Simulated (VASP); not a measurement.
# TlOs2 (Fd-3m) in VASP: single point with PBE

Aim: the single point of TlOs2 with PBE.

Program: VASP 6.6.1. These are calculated values, not measurements. Logs are shortened: lines on timing, memory, paths and dates and some standing lists are left out, and cuts for length are marked.

### Step 1. The cell of the first run

Symmetry: Fd-3m, No. 227, cubic system. Conventional cell: a = 7.561 Å, b = 7.561 Å, c = 7.561 Å, α = 90.00°, β = 90.00°, γ = 90.00°. Tl (site symmetry -43m) has 12 Os at 3.13 Å and 4 Tl at 3.27 Å within 4.1 Å. Os (site symmetry -3m) has 6 Os at 2.67 Å and 6 Tl at 3.13 Å within 3.5 Å.

### Step 2. Single point, PBE

Contents of INCAR:

```
PREC = Accurate ; ENCUT = 600
EDIFF = 1E-6 ; ISMEAR = 0
SIGMA = 0.1 ; LREAL = False
LASPH = True ; NELM = 120
ALGO = Normal ; ISIF = 2
LWAVE = False ; LCHARG = True
GGA = PE ; LELF = True
LVHAR = True ; NBANDS = 38
GGA_COMPAT = False
```

Contents of KPOINTS:

```
regular mesh
0
Gamma
  6 6 6
```

Contents of POSCAR:

```
TlOs2
1.0
    0.0000000000      3.7807066328      3.7807066328
    3.7807066328      0.0000000000      3.7807066328
    3.7807066328      3.7807066328      0.0000000000
Tl Os
2 4
Direct
    0.5000000000      0.5000000000      0.5000000000
    0.7500000000      0.7500000000      0.7500000000
    0.1250000000      0.1250000000      0.1250000000
    0.6250000000      0.1250000000      0.1250000000
    0.1250000000      0.1250000000      0.6250000000
    0.1250000000      0.6250000000      0.1250000000
```

Potentials or basis: VASP PAW PBE potentials, release 64 (Tl_d, Os).

Launch:

```bash
> cat potpaw_PBE.64/Tl_d/POTCAR potpaw_PBE.64/Os/POTCAR > POTCAR
> mpirun -np 1 vasp_std > vasp.out
```

OUTCAR:

```text
PREC = Accurate
   ENCUT = 600
   EDIFF = 1E-6
   ISMEAR = 0
   LREAL = False
   LASPH = True
   NELM = 120
   ISIF = 2
   GGA = PE

 ion  position               nearest neighbor table
   1  0.500  0.500  0.500-   3 3.13   5 3.13   6 3.13   3 3.13   4 3.13   5 3.13   3 3.13   4 3.13
                             6 3.13   4 3.13   5 3.13   6 3.13   2 3.27   2 3.27   2 3.27   2 3.27
   2  0.750  0.750  0.750-   3 3.13   5 3.13   6 3.13   4 3.13   4 3.13   6 3.13   3 3.13   4 3.13
                             5 3.13   3 3.13   5 3.13   6 3.13   1 3.27   1 3.27   1 3.27   1 3.27
   3  0.125  0.125  0.125-   4 2.67   5 2.67   6 2.67   5 2.67   6 2.67   4 2.67   1 3.13   2 3.13
                             1 3.13   2 3.13   1 3.13   2 3.13
   4  0.625  0.125  0.125-   3 2.67   5 2.67   6 2.67   3 2.67   5 2.67   6 2.67   2 3.13   1 3.13
                             1 3.13   2 3.13   2 3.13   1 3.13
   5  0.125  0.125  0.625-   3 2.67   3 2.67   4 2.67   6 2.67   6 2.67   4 2.67   1 3.13   2 3.13
                             1 3.13   2 3.13   1 3.13   2 3.13
   6  0.125  0.625  0.125-   3 2.67   5 2.67   3 2.67   4 2.67   5 2.67   4 2.67   2 3.13   1 3.13
                             2 3.13   2 3.13   1 3.13   1 3.13

  LATTYP: Found a face centered cubic cell.
 ALAT       =     7.5614132656

  Lattice vectors:

 A1 = (   0.0000000000,   3.7807066328,   3.7807066328)
 A2 = (   3.7807066328,   0.0000000000,   3.7807066328)
 A3 = (   3.7807066328,   3.7807066328,   0.0000000000)

Analysis of symmetry for initial positions (statically):
=====================================================================
 Subroutine PRICEL returns:
 Original cell was already a primitive cell.

 Routine SETGRP: Setting up the symmetry group for a
 face centered cubic supercell.

 Subroutine GETGRP returns: Found 48 space group operations
 (whereof 24 operations were pure point group operations)
 out of a pool of 48 trial point group operations.

The static configuration has the point symmetry T_d .
 The point group associated with its full space group is O_h .

Analysis of symmetry for dynamics (positions and initial velocities):
=====================================================================
 Subroutine PRICEL returns:
 Original cell was already a primitive cell.

 Routine SETGRP: Setting up the symmetry group for a
 face centered cubic supercell.

 Subroutine GETGRP returns: Found 48 space group operations
 (whereof 24 operations were pure point group operations)
 out of a pool of 48 trial point group operations.

The dynamic configuration has the point symmetry T_d .
[... 104 lines left out ...]
   NFREE  =      0    steps in history (QN), initial steepest desc. (CG)
   ISIF   =      2    stress and relaxation
   ISYM   =      2    0-nonsym 1-usesym 2-fastsym
   POTIM  = 0.5000    time-step for ionic-motion
   TEBEG  =    0.0;   TEEND  =   0.0 temperature during run
   PSTRESS=    0.0 pullay stress
   NELECT =      58.0000    total number of electrons
   NUPDOWN=      -1.0000    fix difference up-down
   EMIN   =  10.00;   EMAX   =-10.00  energy-range for DOS
   EFERMI =   0.00;   METHOD = LEGACY
   ISMEAR =     0;   SIGMA  =   0.10  broadening in eV -4-tet -1-fermi 0-gaus
   EFERMI_NEDOS =   21; number of points for ismear=-14 and -15
   IALGO  =     38    algorithm
   IMIX   =      4    mixing-type and parameters
     AMIX     =   0.40;   BMIX     =  1.00
     AMIX_MAG =   1.60;   BMIX_MAG =  1.00
  volume/ion in A,a.u.               =      18.01       121.56
  Fermi-wavevector in a.u.,A,eV,Ry     =   1.330356  2.514008 24.080229  1.769847
  Thomas-Fermi vector in A             =   2.459449
   LORBIT       =      0    0 simple, 1 ext, 2 COOP (PROOUT), +10 PAW based schemes
   GGA     = PE    functional components
   LHFCALC =     F    Hartree Fock is set to
   AEXX    =    0.0000 exact exchange contribution
   IVDW    =     0    specifies the selected vdW correction
   LEPSILON=     F    determine dielectric tensor
   LRPA    =     F    only Hartree local field effects (RPA)
 non-spin polarized calculation
 Gauss-broadening in eV      SIGMA  =   0.10
  energy-cutoff  :      600.00
  volume of cell :      108.08
 maximum number of plane-waves:      3695
 NGX is ok and might be reduce to    48
   NGX = 21   NGY = 21   NGZ = 21

 number of electron      58.0000008 magnetization

 Free energy of the ion-electron system (eV)
  ---------------------------------------------------
  ext. energy  EPLUGINS =         0.00000000
  ---------------------------------------------------
  free energy    TOTEN  =       -42.86225895 eV

  energy without entropy =      -42.80427127  energy(sigma->0) =      -42.83326511

 E-fermi :   8.2938     XC(G=0): -12.5720

 val. band max:        8.2912826532   @ k =   0.1667   0.0000   0.0000
 cond. band min:       8.2979081996   @ k =  -0.3333   0.3333   0.0000
 fundamental gap:      0.0066255464
 Fermi energy:         8.2937943241

 k-point     1 :       0.0000    0.0000    0.0000
  band No.  band energies     occupation
      1      -3.3218      2.00000
      2      -3.3218      2.00000
      3      -3.3218      2.00000
      4      -3.2787      2.00000
      5      -3.2787      2.00000
      6      -2.9090      2.00000
[... 645 lines left out ...]
     37      12.5375      0.00000
     38      12.5375      0.00000

------------------------ aborting loop because EDIFF is reached ----------------------------------------

  FORCE on cell =-STRESS in cart. coord.  units (eV):
  Direction    XX          YY          ZZ          XY          YZ          ZX
  --------------------------------------------------------------------------------------
  -------------------------------------------------------------------------------------
  Total       -0.0898961     -0.0898961     -0.0898961      0.0000000      0.0000000     -0.0000000
  in kB       -1.3326076     -1.3326076     -1.3326076      0.0000000      0.0000000     -0.0000000
  external PRESSURE =      -1.3326076 kB  Pullay stress =       0.0000000 kB

 VOLUME and BASIS-vectors are now :
 -----------------------------------------------------------------------------
  energy-cutoff  :      600.00
  volume of cell :      108.08
      direct lattice vectors                 reciprocal lattice vectors
     0.000000000  3.780706633  3.780706633    -0.132250409  0.132250409  0.132250409
     3.780706633  0.000000000  3.780706633     0.132250409 -0.132250409  0.132250409
     3.780706633  3.780706633  0.000000000     0.132250409  0.132250409 -0.132250409

 POSITION                                       TOTAL-FORCE (eV/Angst)
 -----------------------------------------------------------------------------------
      3.78071      3.78071      3.78071         0.000000      0.000000      0.000000
      5.67106      5.67106      5.67106        -0.000000     -0.000000     -0.000000
      0.94518      0.94518      0.94518         0.000000      0.000000     -0.000000
      0.94518      2.83553      2.83553         0.000000      0.000000     -0.000000
      2.83553      2.83553      0.94518         0.000000      0.000000     -0.000000
      2.83553      0.94518      2.83553         0.000000      0.000000     -0.000000
 -----------------------------------------------------------------------------------
    total drift:                               -0.000000     -0.000000      0.000000

  FREE ENERGIE OF THE ION-ELECTRON SYSTEM (eV)
  ---------------------------------------------------
  free  energy   TOTEN  =       -42.8622589517 eV

  energy  without entropy=      -42.8042712701  energy(sigma->0) =      -42.83326511
```

stdout:

```text
POSCAR found type information on POSCAR TlOs
 POSCAR found :  2 types and       6 ions
 scaLAPACK will be used
 LDA part: xc-table for (Slater+PW92), standard interpolation
 POSCAR, INCAR and KPOINTS ok, starting setup
 FFT: planning ... GRIDC
 FFT: planning ... GRID_SOFT
 FFT: planning ... GRID
 WAVECAR not read
 entering main loop
```

Run time: 3 min. Hardware: 1 thread of Intel Xeon 8259CL, shared host; peak memory 0.35 GiB.

Results:

```
Free energy            : -42.8623 eV
Pressure               : -0.1 GPa
Band gap on the k mesh : zero (bands 29 and 30 overlap by 0.59 eV)
```

Levels at points of the mesh, in eV from the Fermi level:
```
           k point  band 26  band 27  band 28  band 29  band 30  band 31  band 32  band 33
(0.00, 0.00, 0.00)     0.06     0.06     0.23     0.23     0.23     0.44     0.44     1.43
(0.50, 0.00, 0.00)    -1.60    -0.11     0.05     0.05     0.13     0.29     0.29     0.53
(0.50, 0.50, 0.00)    -1.75    -1.42    -1.42     0.09     0.09     0.16     0.16     0.36
```

Caveat: spin-orbit coupling is left out, which moves the levels of the heavy elements.
